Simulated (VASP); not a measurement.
# B4N3 in VASP: notebook, part 2 of 2

VASP 6.6.1. Earlier steps stand in the parts before.

## Step 3: Relaxation of cell and atoms, PBE

This run uses another cell than the first one, of 9.52 Å³/atom.

The input, INCAR:

```
SYSTEM = B4N3
PREC = Accurate
ENCUT = 600
EDIFF = 1E-7
ISMEAR = 0
SIGMA = 0.2
LREAL = .False.
LASPH = .True.
NELM = 120
ALGO = Normal
ISIF = 3
LWAVE = .False.
LCHARG = .False.
GGA = PE
IBRION = 2
NSW = 36
EDIFFG = -0.08
GGA_COMPAT = .False.
NELMIN = 4
```

The input, KPOINTS:

```
Automatic mesh
0
Gamma
  5 5 3
  0 0 0
```

The input, POSCAR:

```
B4N3
1.0
    3.9459285700      0.0000000000      0.0000000000
   -1.9729642900      3.4172743900      0.0000000000
    0.0000000000      0.0000000000      4.9395957400
B N
4 3
Direct
    0.5000000000      0.0000000000      0.0000000000
    0.0000000000      0.5000000000      0.0000000000
    0.5000000000      0.5000000000      0.0000000000
    0.0000000000      0.0000000000      0.5000000000
    0.5000000000      0.0000000000      0.5000000000
    0.0000000000      0.5000000000      0.5000000000
    0.5000000000      0.5000000000      0.5000000000
```

Potentials or basis: VASP PAW PBE potentials, release 64 (B, N).

Run with:

```bash
$ cat potpaw_PBE.64/B/POTCAR potpaw_PBE.64/N/POTCAR > POTCAR
$ mpirun -np 1 vasp_std > vasp.out
```

OUTCAR:

```text
SYSTEM = B4N3
   PREC = Accurate
   ENCUT = 600
   EDIFF = 1E-7
   ISMEAR = 0
   LREAL = .False.
   LASPH = .True.
   NELM = 120
   ISIF = 3
   GGA = PE
   IBRION = 2
   NSW = 36
   EDIFFG = -0.08
   NELMIN = 4

 ion  position               nearest neighbor table
   1  0.500  0.000  0.000-   2 1.97   2 1.97   3 1.97   3 1.97
   2  0.000  0.500  0.000-   3 1.97   3 1.97   1 1.97   1 1.97
   3  0.500  0.500  0.000-   2 1.97   2 1.97   1 1.97   1 1.97
   4  0.000  0.000  0.500-   5 1.97   5 1.97   7 1.97   7 1.97   6 1.97   6 1.97
   5  0.500  0.000  0.500-   4 1.97   4 1.97
   6  0.000  0.500  0.500-   4 1.97   4 1.97
   7  0.500  0.500  0.500-   4 1.97   4 1.97

  LATTYP: Found a hexagonal cell.
 ALAT       =     3.9459285700
 C/A-ratio  =     1.2518208712

  Lattice vectors:

 A1 = (   3.9459285700,   0.0000000000,   0.0000000000)
 A2 = (  -1.9729642900,   3.4172743900,   0.0000000000)
 A3 = (   0.0000000000,   0.0000000000,   4.9395957400)

Analysis of symmetry for initial positions (statically):
=====================================================================
 Subroutine PRICEL returns:
 Original cell was already a primitive cell.

 Routine SETGRP: Setting up the symmetry group for a
 hexagonal supercell.

 Subroutine GETGRP returns: Found 24 space group operations
 (whereof 24 operations were pure point group operations)
 out of a pool of 24 trial point group operations.

The static configuration has the point symmetry D_6h.

Analysis of symmetry for dynamics (positions and initial velocities):
=====================================================================
 Subroutine PRICEL returns:
 Original cell was already a primitive cell.

 Routine SETGRP: Setting up the symmetry group for a
 hexagonal supercell.

 Subroutine GETGRP returns: Found 24 space group operations
 (whereof 24 operations were pure point group operations)
 out of a pool of 24 trial point group operations.

The dynamic configuration has the point symmetry D_6h.

 Subroutine INISYM returns: Found 24 space group operations
 (whereof 24 operations are pure point group operations),
 and found     1 'primitive' translations

----------------------------------------------------------------------------------------

                                     Primitive cell

  volume of cell :      66.6071

  direct lattice vectors                    reciprocal lattice vectors
     3.945928570  0.000000000  0.000000000     0.253425773  0.146315439  0.000000000
    -1.972964290  3.417274390  0.000000000     0.000000000  0.292630877  0.000000000
     0.000000000  0.000000000  4.939595740     0.000000000  0.000000000  0.202445717

  length of vectors
     3.945928570  3.945928578  4.939595740     0.292630877  0.292630877  0.202445717

  position of ions in fractional coordinates (direct lattice)
     0.500000000  0.000000000  0.000000000
     0.000000000  0.500000000  0.000000000
     0.500000000  0.500000000  0.000000000
     0.000000000  0.000000000  0.500000000
     0.500000000  0.000000000  0.500000000
     0.000000000  0.500000000  0.500000000
     0.500000000  0.500000000  0.500000000

  ion indices of the primitive-cell ions
   primitive index   ion index
                 1           1
                 2           2
                 3           3
                 4           4
                 5           5
                 6           6
                 7           7

----------------------------------------------------------------------------------------

[... 48 lines left out ...]
   ISPIN  =      1    spin polarized calculation?
   LNONCOLLINEAR =      F non collinear calculations
   LSORBIT =      F    spin-orbit coupling
   LASPH  =      T    aspherical Exc in radial PAW
   ENCUT  =  600.0 eV  44.10 Ry    6.64 a.u.   7.88  7.88  9.87*2*pi/ulx,y,z
   NELM   =    120;   NELMIN=  4; NELMDL= -5     # of ELM steps
   EDIFF  = 0.1E-06   stopping-criterion for ELM
   LREAL  =      F    real-space projection
   EDIFFG = -.8E-01   stopping-criterion for IOM
   NSW    =     36    number of steps for IOM
   IBRION =      2    ionic relax: 0-MD 1-quasi-New 2-CG
   NFREE  =      1    steps in history (QN), initial steepest desc. (CG)
   ISIF   =      3    stress and relaxation
   ISYM   =      2    0-nonsym 1-usesym 2-fastsym
   POTIM  = 0.5000    time-step for ionic-motion
   TEBEG  =    0.0;   TEEND  =   0.0 temperature during run
   PSTRESS=    0.0 pullay stress
   NELECT =      27.0000    total number of electrons
   NUPDOWN=      -1.0000    fix difference up-down
   EMIN   =  10.00;   EMAX   =-10.00  energy-range for DOS
   EFERMI =   0.00;   METHOD = LEGACY
   ISMEAR =     0;   SIGMA  =   0.20  broadening in eV -4-tet -1-fermi 0-gaus
   EFERMI_NEDOS =   21; number of points for ismear=-14 and -15
   IALGO  =     38    algorithm
   IMIX   =      4    mixing-type and parameters
     AMIX     =   0.40;   BMIX     =  1.00
     AMIX_MAG =   1.60;   BMIX_MAG =  1.00
  volume/ion in A,a.u.               =       9.52        64.21
  Fermi-wavevector in a.u.,A,eV,Ry     =   1.211591  2.289574 19.972699  1.467952
  Thomas-Fermi vector in A             =   2.347101
   LORBIT       =      0    0 simple, 1 ext, 2 COOP (PROOUT), +10 PAW based schemes
   GGA     = PE    functional components
   LHFCALC =     F    Hartree Fock is set to
   AEXX    =    0.0000 exact exchange contribution
   IVDW    =     0    specifies the selected vdW correction
   LEPSILON=     F    determine dielectric tensor
   LRPA    =     F    only Hartree local field effects (RPA)
 conjugate gradient relaxation of ions
 non-spin polarized calculation
 Gauss-broadening in eV      SIGMA  =   0.20
  energy-cutoff  :      600.00
  volume of cell :       66.61
 maximum number of plane-waves:      2235
 NGX is ok and might be reduce to    32
   NGX = 15   NGY = 15   NGZ = 19

--------------------------------------- Ionic step        1  -------------------------------------------

 number of electron      27.0000000 magnetization

 Free energy of the ion-electron system (eV)
  ---------------------------------------------------
  ext. energy  EPLUGINS =         0.00000000
  ---------------------------------------------------
  free energy    TOTEN  =       -34.23762618 eV

  energy without entropy =      -34.13624536  energy(sigma->0) =      -34.18693577

------------------------ aborting loop because EDIFF is reached ----------------------------------------

  FORCE on cell =-STRESS in cart. coord.  units (eV):
  Direction    XX          YY          ZZ          XY          YZ          ZX
  --------------------------------------------------------------------------------------
  -------------------------------------------------------------------------------------
  Total      -10.5323759    -10.5323760    -11.9132214      0.0000000      0.0000000     -0.0000000
  in kB     -253.3474022   -253.3474032   -286.5624732      0.0000004      0.0000000     -0.0000000
  external PRESSURE =    -264.4190929 kB  Pullay stress =       0.0000000 kB
[... 104 lines left out ...]
  FREE ENERGIE OF THE ION-ELECTRON SYSTEM (eV)
  ---------------------------------------------------
  free  energy   TOTEN  =       -35.7034813286 eV

  energy  without entropy=      -35.6510065566  energy(sigma->0) =      -35.67724394

 E-fermi :  11.0005     XC(G=0): -13.6014

 val. band max:       10.9699047912   @ k =   0.2000   0.2000   0.3333
 cond. band min:      11.0022004806   @ k =   0.2000   0.0000   0.3333
 fundamental gap:      0.0322956894
 Fermi energy:        11.0004606880

 k-point     1 :       0.0000    0.0000    0.0000
  band No.  band energies     occupation
      1     -13.1098      2.00000
      2      -4.6205      2.00000
      3      -4.6205      2.00000
      4      -2.5129      2.00000
      5      -1.5157      2.00000
      6      -0.8335      2.00000
[... 177 lines left out ...]
      4      -2.7236      2.00000
      5      -1.8198      2.00000
      6       0.2577      2.00000
[... 9 lines left out ...]
     16      12.4673      0.00000
     17      14.2131      0.00000

[... ionic steps 4 to 9 ...]

--------------------------------------- Ionic step       10  -------------------------------------------

 number of electron      26.9999999 magnetization

------------------------ aborting loop because EDIFF is reached ----------------------------------------
[... 77 lines left out ...]
--------------------------------------- Ionic step       12  -------------------------------------------

 number of electron      27.0000000 magnetization

 Free energy of the ion-electron system (eV)
  ---------------------------------------------------
  ext. energy  EPLUGINS =         0.00000000
  ---------------------------------------------------
  free energy    TOTEN  =       -37.66753479 eV

  energy without entropy =      -37.63075028  energy(sigma->0) =      -37.64914253

 E-fermi :   7.5561     XC(G=0): -12.5821

 val. band max:        7.5537033352   @ k =   0.4000   0.0000   0.3333
 cond. band min:       7.5658566214   @ k =   0.0000   0.0000   0.0000
 fundamental gap:      0.0121532862
 Fermi energy:         7.5561042521

 k-point     1 :       0.0000    0.0000    0.0000
  band No.  band energies     occupation
      1     -13.4501      2.00000
      2      -5.0596      2.00000
      3      -5.0596      2.00000
      4      -2.6770      2.00000
      5      -2.2777      2.00000
      6      -1.6178      2.00000
[... 223 lines left out ...]
  FREE ENERGIE OF THE ION-ELECTRON SYSTEM (eV)
  ---------------------------------------------------
  free  energy   TOTEN  =       -37.6675347887 eV

  energy  without entropy=      -37.6307502793  energy(sigma->0) =      -37.64914253

 reached required accuracy - stopping structural energy minimisation
```

Wall time 63 s (1 thread of Intel Xeon 6975P-C (Granite Rapids), shared host); peak memory 0.19 GiB.

What came out:

```
Free energy                           : -37.6675 eV
Relaxed volume                        : 6.77 Å³/atom
Relaxed cell                          : a = 3.866 Å, b = 3.866 Å, c = 3.663 Å, α = 90.00°, β = 90.00°, γ = 120.00°
Space group after relaxing (to 0.1 Å) : P6/mmm (No. 191)
Energy gained by relaxing             : 490.0 meV/atom
Ionic steps                           : 12
Pressure after relaxing               : -0.2 GPa
Band gap on the k mesh                : zero (an odd number of electrons rules out a gap without spin polarisation)
```

Step by step:
| step | energy change (eV) | largest force (eV/Å) | pressure (GPa) | volume (Å³) |
| --- | --- | --- | --- | --- |
| 1 | 0.0000 | 0.0000 | -26.44 | 66.61 |
| 2 | -1.4649 | 0.0000 | -0.04 | 52.58 |
| 3 | -1.4659 | 0.0000 | 0.94 | 52.31 |
| 4 | -2.2752 | 0.0000 | 3.45 | 49.75 |
| 5 | -3.2170 | 0.0000 | 9.93 | 46.13 |
| 6 | -1.1244 | 0.0000 | 89.81 | 38.07 |
| 7 | -3.2497 | 0.0000 | 19.03 | 44.18 |
| 8 | -3.2880 | 0.0000 | 14.70 | 44.97 |
| 9 | -3.3196 | 0.0000 | -9.49 | 49.30 |
| 10 | -3.4265 | 0.0000 | 1.08 | 47.13 |
| 11 | -3.4266 | 0.0000 | 1.33 | 47.09 |
| 12 | -3.4299 | 0.0000 | -0.16 | 47.42 |

Final structure:
```
CELL_PARAMETERS angstrom
3.86637 0.00000 0.00000
-1.93318 3.34837 0.00000
0.00000 0.00000 3.66298
ATOMIC_POSITIONS crystal
B 0.50000 0.00000 0.00000
B 0.00000 0.50000 0.00000
B 0.50000 0.50000 0.00000
B 0.00000 0.00000 0.50000
N 0.50000 0.00000 0.50000
N 0.00000 0.50000 0.50000
N 0.50000 0.50000 0.50000
```

Caveat: the k points lie up to 0.57 Å⁻¹ apart in the final cell, too coarse for converged energies and pressures of a metal; the volume moved by over 15 % at a fixed basis, so the end points are rough.

## Step 4: Relaxation of cell and atoms, PBE

This run uses another cell than the first one, of 10.17 Å³/atom.

The input, INCAR:

```
ALGO     = Normal         # electronic algorithm
EDIFF    = 1E-7           # SCF threshold, eV
EDIFFG   = -0.08          # ionic threshold
ENCUT    = 600            # plane-wave cutoff, eV
GGA      = PE             # functional
GGA_COMPAT= False        
IBRION   = 2              # ionic algorithm
ISIF     = 3              # what is computed and relaxed
ISMEAR   = 0              # smearing method
LASPH    = True           # aspherical terms in the spheres
LCHARG   = False          # write CHGCAR
LREAL    = False          # projectors in reciprocal space
LWAVE    = False          # write WAVECAR
NELM     = 120            # most SCF steps
NELMIN   = 4            
NSW      = 36             # ionic steps
PREC     = Accurate       # precision mode
SIGMA    = 0.2            # smearing width, eV
```

The input, KPOINTS:

```
k-points
0
Gamma
  5 5 3
```

The input, POSCAR:

```
B4N3
1.0
    4.0421213700      0.0000000000      0.0000000000
   -2.0210606900      3.5005798000      0.0000000000
    0.0000000000      0.0000000000      5.0323833300
B N
4 3
Direct
    0.4960686800      0.0000000000      0.5000000000
    0.0000000000      0.4960686800      0.5000000000
    0.5039313200      0.5039313200      0.5000000000
    0.0000000000      0.0000000000      0.5000000000
    0.3333333300      0.6666666700      0.5000000000
    0.6666666700      0.3333333300      0.5000000000
    0.0000000000      0.0000000000      0.0000000000
```

Run with:

```bash
$ cat potpaw_PBE.64/B/POTCAR potpaw_PBE.64/N/POTCAR > POTCAR
$ mpirun -np 1 vasp_std > vasp.out
```

Wall time 2 min (1 thread of Intel Xeon 6975P-C (Granite Rapids), shared host); peak memory 0.19 GiB.

It converged, with:

| Item | Value |
| --- | --- |
| Free energy | -52.1740 eV |
| Relaxed volume | 8.16 Å³/atom |
| Relaxed cell | a = 4.614 Å, b = 4.614 Å, c = 3.099 Å, α = 90.00°, β = 90.00°, γ = 120.00° |
| Space group after relaxing (to 0.1 Å) | P-62m (No. 189) |
| Pressure after relaxing | 0.2 GPa |
| Largest force after relaxing | 0.025 eV/Å |
| Band gap on the k mesh | zero (an odd number of electrons rules out a gap without spin polarisation) |

Forces in eV/Å, atoms in the order of the input:
```
B    0.025  0.000  0.000
B   -0.012  0.022  0.000
B   -0.012 -0.022  0.000
B    0.000  0.000  0.000
N    0.000  0.000  0.000
N    0.000  0.000  0.000
N    0.000  0.000  0.000
```

Stress tensor (GPa, compression positive):
```
 0.52  0.00  0.00
 0.00  0.52  0.00
 0.00  0.00 -0.46
```

Final structure:
```
B N
1.0
     4.61386    0.00000    0.00000
    -2.30693    3.99572    0.00000
     0.00000    0.00000    3.09862
B N
4 3
Direct
  0.37063 0.00000 0.50000
  0.00000 0.37063 0.50000
  0.62937 0.62937 0.50000
  0.00000 0.00000 0.50000
  0.33333 0.66667 0.50000
  0.66667 0.33333 0.50000
  0.00000 0.00000 0.00000
```

Levels at points of the mesh, in eV from the Fermi level:
| k point | band 9 | band 10 | band 11 | band 12 | band 13 | band 14 | band 15 | band 16 | band 17 |
| --- | --- | --- | --- | --- | --- | --- | --- | --- | --- |
| (0.00, 0.00, 0.00) | -3.24 | -3.22 | -3.22 | -1.89 | -0.76 | 2.79 | 2.79 | 4.68 | 5.42 |

Caveat: the k points lie up to 0.68 Å⁻¹ apart in the final cell, too coarse for converged energies and pressures of a metal; the volume moved by over 15 % at a fixed basis, so the end points are rough.

## Step 5: Relaxation of cell and atoms, PBE

This run uses another cell than the first one, of 10.63 Å³/atom.

The input, INCAR:

```
SYSTEM = B4N3
ALGO = Normal
EDIFF = 1E-7
EDIFFG = -0.08
ENCUT = 600
GGA = PE
GGA_COMPAT = .False.
IBRION = 2
ISIF = 3
ISMEAR = 0
LASPH = .True.
LCHARG = .False.
LREAL = .False.
LWAVE = .False.
NELM = 120
NELMIN = 4
NSW = 36
PREC = Accurate
SIGMA = 0.2
```

The input, KPOINTS:

```
k-points
0
Gamma
  5 5 3
  0 0 0
```

The input, POSCAR:

```
B4N3
1.0
    3.9010636000      0.0000000000      0.0000000000
   -1.9505318000      3.3784201800      0.0000000000
    0.0000000000      0.0000000000      5.6483846300
B N
4 3
Direct
    0.0000000000      0.0000000000      0.0000000000
    0.3333333300      0.6666666700      0.5000000000
    0.6666666700      0.3333333300      0.5000000000
    0.0000000000      0.0000000000      0.5000000000
    0.5000000000      0.0000000000      0.5000000000
    0.0000000000      0.5000000000      0.5000000000
    0.5000000000      0.5000000000      0.5000000000
```

Run with:

```bash
$ cat potpaw_PBE.64/B/POTCAR potpaw_PBE.64/N/POTCAR > POTCAR
$ mpirun -np 1 vasp_std > vasp.out
```

It took 1.9 min on 1 thread of Intel Xeon 6975P-C (Granite Rapids), shared host; peak memory 0.21 GiB.

The run converged. Its results:

| Property | Result |
| --- | --- |
| Free energy | -48.8535 eV |
| Relaxed volume | 9.55 Å³/atom |
| Relaxed cell | a = 4.886 Å, b = 4.886 Å, c = 3.232 Å, α = 90.00°, β = 90.00°, γ = 120.00° |
| Space group after relaxing (to 0.1 Å) | P6/mmm (No. 191) |
| Energy gained by relaxing | 3575.6 meV/atom |
| Ionic steps | 16 |
| Pressure after relaxing | 0.0 GPa |
| Band gap on the k mesh | zero (an odd number of electrons rules out a gap without spin polarisation) |

Stress tensor (GPa, compression positive):
```
-0.09  0.00  0.00
 0.00 -0.09  0.00
 0.00  0.00  0.03
```

The path:
| step | energy change (eV) | largest force (eV/Å) | pressure (GPa) | volume (Å³) |
| --- | --- | --- | --- | --- |
| 1 | 0.0000 | 0.0000 | 139.60 | 74.44 |
| 2 | 0.0276 | 0.0000 | -28.74 | 204.73 |
| 3 | -18.6744 | 0.0000 | -12.44 | 122.16 |
| 4 | -18.9645 | 0.0000 | -7.84 | 117.41 |
| 5 | -19.0278 | 0.0000 | -3.82 | 113.93 |
| 6 | -19.0250 | 0.0000 | -4.89 | 114.80 |
| 7 | -19.4589 | 0.0000 | -5.82 | 109.33 |
| 8 | -21.0088 | 0.0000 | -9.12 | 94.95 |
| 9 | -24.9777 | 0.0000 | 0.62 | 65.81 |
| 10 | -24.7026 | 0.0000 | -8.64 | 72.47 |
| 11 | -25.0196 | 0.0000 | -2.96 | 67.82 |
| 12 | -25.0163 | 0.0000 | -1.37 | 66.87 |
| 13 | -24.9342 | 0.0000 | 8.05 | 65.10 |
| 14 | -25.0274 | 0.0000 | 0.87 | 66.42 |
| 15 | -25.0273 | 0.0000 | -0.98 | 67.25 |
| 16 | -25.0290 | 0.0000 | -0.05 | 66.82 |

Final structure:
```yaml
crystal:
  lattice:
    - [4.88644, 0.00000, 0.00000]
    - [-2.44322, 4.23178, 0.00000]
    - [0.00000, 0.00000, 3.23158]
  atoms:
    - { symbol: B, position: [0.00000, 0.00000, 0.00000] }
    - { symbol: B, position: [0.33333, 0.66667, 0.50000] }
    - { symbol: B, position: [0.66667, 0.33333, 0.50000] }
    - { symbol: B, position: [0.00000, 0.00000, 0.50000] }
    - { symbol: N, position: [0.50000, 0.00000, 0.50000] }
    - { symbol: N, position: [0.00000, 0.50000, 0.50000] }
    - { symbol: N, position: [0.50000, 0.50000, 0.50000] }
```

Levels at points of the mesh, in eV from the Fermi level:
```csv
k point,band 11,band 12,band 13,band 14,band 15,band 16
"(0.00, 0.00, 0.00)",-2.68,-0.07,-0.07,0.99,2.43,2.43
```

Caveat: the k points lie up to 0.65 Å⁻¹ apart in the final cell, too coarse for converged energies and pressures of a metal; a cell axis changed by over 15 % at a fixed basis, so the end point is rough.

## Step 6: Overview

```tsv
cell	gap on the mesh (eV)	pressure (GPa)	relaxed volume (Å³/atom)
relaxed from a = 3.652, b = 3.652, c = 5.314 Å, angles 90.0, 90.0, 120.0°, 7 atoms, atomic positions A	none	-0.1	8.90
relaxed from a = 3.946, b = 3.946, c = 4.940 Å, angles 90.0, 90.0, 120.0°, 7 atoms, atomic positions B	none	-0.2	6.77
relaxed from a = 4.042, b = 4.042, c = 5.032 Å, angles 90.0, 90.0, 120.0°, 7 atoms, atomic positions C	none	0.2	8.16
relaxed from a = 3.901, b = 3.901, c = 5.648 Å, angles 90.0, 90.0, 120.0°, 7 atoms, atomic positions D	none	0.0	9.55
```

Alike in all rows: task relaxation of cell and atoms; level PBE; potentials or basis VASP PAW PBE potentials, release 64 (B, N); no spin polarisation; k mesh 5 × 5 × 3; cutoff (eV) 600; smearing gaussian 0.2 eV.

Caveats: all runs use coarse meshes; a cell axis changed by over 15 % at a fixed basis, so the end point is rough (at least some runs); the volume moved by over 15 % at a fixed basis, so the end points are rough (at least some runs); this functional lacks dispersion, which binds layers or chains, so the pressure and a relaxed spacing across them are unreliable (at least some runs).

Absolute energies hang on the potentials; compare differences alone.

The gap in the log of VASP goes by the Fermi energy; the results here count the filled bands.